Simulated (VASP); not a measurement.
# LiCl (Pm-3m) in VASP: notebook

Runs on LiCl. Level: PBE. Tasks: single point.

Everything below comes from runs of VASP 6.6.1. Logs are shortened: lines on timing, memory, paths and dates and some standing lists are left out, and cuts for length are marked.

**1. The cell of the first run**

It takes space group Pm-3m (No. 221, cubic). The conventional cell has a = 3.316 Å, b = 3.316 Å, c = 3.316 Å, α = 90.00°, β = 90.00°, γ = 90.00°. Li (site symmetry m-3m) has 8 Cl at 2.87 Å and 6 Li at 3.32 Å within 3.8 Å. Cl (site symmetry m-3m) has 8 Li at 2.87 Å and 6 Cl at 3.32 Å within 3.8 Å.

**2. Single point, PBE (K replaced by Li, lengths x 0.852, strained)**

File INCAR:

```
SYSTEM = LiCl
PREC     = Accurate       ! precision mode
ENCUT    = 520            ! plane-wave cutoff, eV
EDIFF    = 1E-7           ! SCF threshold, eV
ISMEAR   = 0              ! smearing method
SIGMA    = 0.1            ! smearing width, eV
LREAL    = .FALSE.        ! projectors in reciprocal space
LASPH    = .TRUE.         ! aspherical terms in the spheres
NELM     = 100            ! most SCF steps
ALGO     = Normal         ! electronic algorithm
ISIF     = 2              ! what is computed and relaxed
LWAVE    = .FALSE.        ! write WAVECAR
LCHARG   = .FALSE.        ! write CHGCAR
GGA      = PE             ! functional
NBANDS   = 12             ! bands
```

File KPOINTS:

```
regular mesh
0
G
  6 6 6
  0 0 0
```

File POSCAR:

```
LiCl
1.0
    3.3155321831      0.0000000000      0.0000000000
    0.0000000000      3.3155321831      0.0000000000
    0.0000000000      0.0000000000      3.3155321831
Li Cl
1 1
Direct
    0.0000000000      0.0000000000      0.0000000000
    0.5000000000      0.5000000000      0.5000000000
```

Potentials or basis: VASP PAW PBE potentials, release 64 (Li_sv, Cl).

The run is started by

```
cat potpaw_PBE.64/Li_sv/POTCAR potpaw_PBE.64/Cl/POTCAR > POTCAR
mpirun -np 1 vasp_std > vasp.out
```

OUTCAR:

```text
SYSTEM = LiCl
   PREC = Accurate
   ENCUT = 520
   EDIFF = 1E-7
   ISMEAR = 0
   LREAL = .FALSE.
   LASPH = .TRUE.
   NELM = 100
   ISIF = 2
   GGA = PE

 ion  position               nearest neighbor table
   1  0.000  0.000  0.000-
   2  0.500  0.500  0.500-

  LATTYP: Found a simple cubic cell.
 ALAT       =     3.3155321831

  Lattice vectors:

 A1 = (   3.3155321831,   0.0000000000,   0.0000000000)
 A2 = (   0.0000000000,   3.3155321831,   0.0000000000)
 A3 = (   0.0000000000,   0.0000000000,   3.3155321831)

Analysis of symmetry for initial positions (statically):
=====================================================================
 Subroutine PRICEL returns:
 Original cell was already a primitive cell.

 Routine SETGRP: Setting up the symmetry group for a
 simple cubic supercell.

 Subroutine GETGRP returns: Found 48 space group operations
 (whereof 48 operations were pure point group operations)
 out of a pool of 48 trial point group operations.

The static configuration has the point symmetry O_h .

Analysis of symmetry for dynamics (positions and initial velocities):
=====================================================================
 Subroutine PRICEL returns:
 Original cell was already a primitive cell.

 Routine SETGRP: Setting up the symmetry group for a
 simple cubic supercell.

 Subroutine GETGRP returns: Found 48 space group operations
 (whereof 48 operations were pure point group operations)
 out of a pool of 48 trial point group operations.

The dynamic configuration has the point symmetry O_h .

 Subroutine INISYM returns: Found 48 space group operations
 (whereof 48 operations are pure point group operations),
 and found     1 'primitive' translations

----------------------------------------------------------------------------------------

                                     Primitive cell

  volume of cell :      36.4468

  direct lattice vectors                    reciprocal lattice vectors
     3.315532183  0.000000000  0.000000000     0.301610705  0.000000000  0.000000000
     0.000000000  3.315532183  0.000000000     0.000000000  0.301610705  0.000000000
     0.000000000  0.000000000  3.315532183     0.000000000  0.000000000  0.301610705

  length of vectors
     3.315532183  3.315532183  3.315532183     0.301610705  0.301610705  0.301610705

  position of ions in fractional coordinates (direct lattice)
[... 82 lines left out ...]
   POTIM  = 0.5000    time-step for ionic-motion
   TEBEG  =    0.0;   TEEND  =   0.0 temperature during run
   PSTRESS=    0.0 pullay stress
   NELECT =      10.0000    total number of electrons
   NUPDOWN=      -1.0000    fix difference up-down
   EMIN   =  10.00;   EMAX   =-10.00  energy-range for DOS
   EFERMI =   0.00;   METHOD = LEGACY
   ISMEAR =     0;   SIGMA  =   0.10  broadening in eV -4-tet -1-fermi 0-gaus
   EFERMI_NEDOS =   21; number of points for ismear=-14 and -15
   IALGO  =     38    algorithm
   IMIX   =      4    mixing-type and parameters
     AMIX     =   0.40;   BMIX     =  1.00
     AMIX_MAG =   1.60;   BMIX_MAG =  1.00
  volume/ion in A,a.u.               =      18.22       122.98
  Fermi-wavevector in a.u.,A,eV,Ry     =   1.063788  2.010267 15.396952  1.131644
  Thomas-Fermi vector in A             =   2.199284
   LORBIT       =      0    0 simple, 1 ext, 2 COOP (PROOUT), +10 PAW based schemes
   GGA     = PE    functional components
   LHFCALC =     F    Hartree Fock is set to
   AEXX    =    0.0000 exact exchange contribution
   IVDW    =     0    specifies the selected vdW correction
   LEPSILON=     F    determine dielectric tensor
   LRPA    =     F    only Hartree local field effects (RPA)
 non-spin polarized calculation
 Gauss-broadening in eV      SIGMA  =   0.10
  energy-cutoff  :      520.00
  volume of cell :       36.45
 maximum number of plane-waves:      1021
 NGX is ok and might be reduce to    28
   NGX = 13   NGY = 13   NGZ = 13

 number of electron      10.0000000 magnetization

 number of electron       9.9999995 magnetization

 Free energy of the ion-electron system (eV)
  ---------------------------------------------------
  ext. energy  EPLUGINS =         0.00000000
  ---------------------------------------------------
  free energy    TOTEN  =        -6.81726019 eV

  energy without entropy =       -6.81726019  energy(sigma->0) =       -6.81726019

 E-fermi :   1.6325     XC(G=0):  -8.4474

 val. band max:        1.2182324552   @ k =   0.5000   0.5000   0.0000
 cond. band min:       5.4964619771   @ k =   0.0000   0.0000   0.0000
 fundamental gap:      4.2782295219
 Fermi energy:         1.6325185928

 k-point     1 :       0.0000    0.0000    0.0000
  band No.  band energies     occupation
      1     -44.1325      2.00000
      2     -12.8267      2.00000
      3       0.4585      2.00000
      4       0.4585      2.00000
      5       0.4585      2.00000
      6       5.4965      0.00000
      7       9.9767      0.00000
      8       9.9767      0.00000
      9      14.1711      0.00000
     10      14.1711      0.00000
     11      14.1711      0.00000
     12      18.0783      0.00000
[... 271 lines left out ...]
 k-point    20 :       0.5000    0.5000    0.5000
  band No.  band energies     occupation
      1     -44.1260      2.00000
      2     -11.4980      2.00000
      3      -1.1035      2.00000
      4      -1.1035      2.00000
      5      -1.1035      2.00000
      6       6.5011      0.00000
      7       6.5011      0.00000
      8       6.5011      0.00000
      9      12.9630      0.00000
     10      19.3896      0.00000
     11      19.3896      0.00000
     12      19.3896      0.00000

------------------------ aborting loop because EDIFF is reached ----------------------------------------

  FORCE on cell =-STRESS in cart. coord.  units (eV):
  Direction    XX          YY          ZZ          XY          YZ          ZX
  --------------------------------------------------------------------------------------
  -------------------------------------------------------------------------------------
  Total       -0.2332077     -0.2332077     -0.2332077     -0.0000000      0.0000000     -0.0000000
  in kB      -10.2516499    -10.2516499    -10.2516499     -0.0000000      0.0000000     -0.0000000
  external PRESSURE =     -10.2516499 kB  Pullay stress =       0.0000000 kB

 VOLUME and BASIS-vectors are now :
 -----------------------------------------------------------------------------
  energy-cutoff  :      520.00
  volume of cell :       36.45
      direct lattice vectors                 reciprocal lattice vectors
     3.315532183  0.000000000  0.000000000     0.301610705  0.000000000  0.000000000
     0.000000000  3.315532183  0.000000000     0.000000000  0.301610705  0.000000000
     0.000000000  0.000000000  3.315532183     0.000000000  0.000000000  0.301610705

 POSITION                                       TOTAL-FORCE (eV/Angst)
 -----------------------------------------------------------------------------------
      0.00000      0.00000      0.00000         0.000000      0.000000      0.000000
      1.65777      1.65777      1.65777         0.000000      0.000000      0.000000
 -----------------------------------------------------------------------------------
    total drift:                                0.000000      0.000000      0.000000

  FREE ENERGIE OF THE ION-ELECTRON SYSTEM (eV)
  ---------------------------------------------------
  free  energy   TOTEN  =        -6.8172601851 eV

  energy  without entropy=       -6.8172601851  energy(sigma->0) =       -6.81726019
```

stdout:

```text
POSCAR found type information on POSCAR LiCl
 POSCAR found :  2 types and       2 ions
 scaLAPACK will be used
 LDA part: xc-table for (Slater+PW92), standard interpolation
 POSCAR, INCAR and KPOINTS ok, starting setup
 FFT: planning ... GRIDC
 FFT: planning ... GRID_SOFT
 FFT: planning ... GRID
 WAVECAR not read
 entering main loop
```

It took 11 s on 1 thread of AMD EPYC 7R43 (Zen 3), shared host; peak memory 0.11 GiB.

What came out:

| Property | Result |
| --- | --- |
| Free energy | -6.8173 eV |
| Band gap on the k mesh | 4.28 eV (least direct gap 5.04 eV) |

Levels at points of the mesh, in eV from the valence-band top:
| k point | band 1 | band 2 | band 3 | band 4 | band 5 | band 6 | band 7 | band 8 | band 9 | band 10 |
| --- | --- | --- | --- | --- | --- | --- | --- | --- | --- | --- |
| (0.00, 0.00, 0.00) | -45.35 | -14.04 | -0.76 | -0.76 | -0.76 | 4.28 | 8.76 | 8.76 | 12.95 | 12.95 |
| (0.50, 0.00, 0.00) | -45.35 | -13.58 | -3.72 | -0.32 | -0.32 | 5.79 | 9.22 | 10.17 | 10.17 | 10.60 |
| (0.50, 0.50, 0.00) | -45.35 | -13.12 | -3.13 | -3.13 | 0.00 | 5.27 | 9.63 | 9.63 | 10.57 | 13.31 |
| (0.50, 0.50, 0.50) | -45.34 | -12.72 | -2.32 | -2.32 | -2.32 | 5.28 | 5.28 | 5.28 | 11.74 | 18.17 |

Caveat: the cell differs from its parent crystal (K replaced by Li, lengths x 0.852, strained); the cutoff is under 1.25 times the usual one of these potentials, so pressure, stress and relaxed cells hold a basis-set (Pulay) error. A k mesh can miss the band edges.

**3. Single point, PBE (K replaced by Li, lengths x 0.852, strained)**

File INCAR:

```
SYSTEM = LiCl
  ALGO = Normal
  EDIFF = 1E-6
  ENCUT = 520
  GGA = PE
  ISIF = 2
  ISMEAR = 0
  LASPH = .TRUE.
  LCHARG = .TRUE.
  LELF = .TRUE.
  LREAL = .FALSE.
  LVHAR = .TRUE.
  LWAVE = .FALSE.
  NBANDS = 12
  NELM = 100
  PREC = Accurate
  SIGMA = 0.02
```

File KPOINTS:

```
k-points
0
G
  8 8 8
  0 0 0
```

POSCAR is that of step 2.

Potentials or basis: VASP PAW PBE potentials, release 64 (Li_sv, Cl).

The run is started by

```
cat potpaw_PBE.64/Li_sv/POTCAR potpaw_PBE.64/Cl/POTCAR > POTCAR
mpirun -np 1 vasp_std > vasp.out
```

Run time: 18 s. Hardware: 1 thread of AMD EPYC 7R43 (Zen 3), shared host; peak memory 0.12 GiB.

Results (log left out):

| Property | Result |
| --- | --- |
| Free energy | -6.8181 eV |
| Band gap on the k mesh | 4.28 eV (least direct gap 5.04 eV) |

Levels at points of the mesh, in eV from the valence-band top:
```
           k point  band 2  band 3  band 4  band 5  band 6  band 7  band 8  band 9
(0.00, 0.00, 0.00)  -14.04   -0.76   -0.76   -0.76    4.28    8.76    8.76   12.95
(0.50, 0.00, 0.00)  -13.58   -3.72   -0.32   -0.32    5.79    9.22   10.17   10.17
(0.50, 0.50, 0.00)  -13.12   -3.13   -3.13    0.00    5.27    9.63    9.63   10.57
(0.50, 0.50, 0.50)  -12.72   -2.32   -2.32   -2.32    5.28    5.28    5.28   11.75
```

Caveat: the cell differs from its parent crystal (K replaced by Li, lengths x 0.852, strained); the cutoff is under 1.25 times the usual one of these potentials, so pressure, stress and relaxed cells hold a basis-set (Pulay) error. A k mesh can miss the band edges.
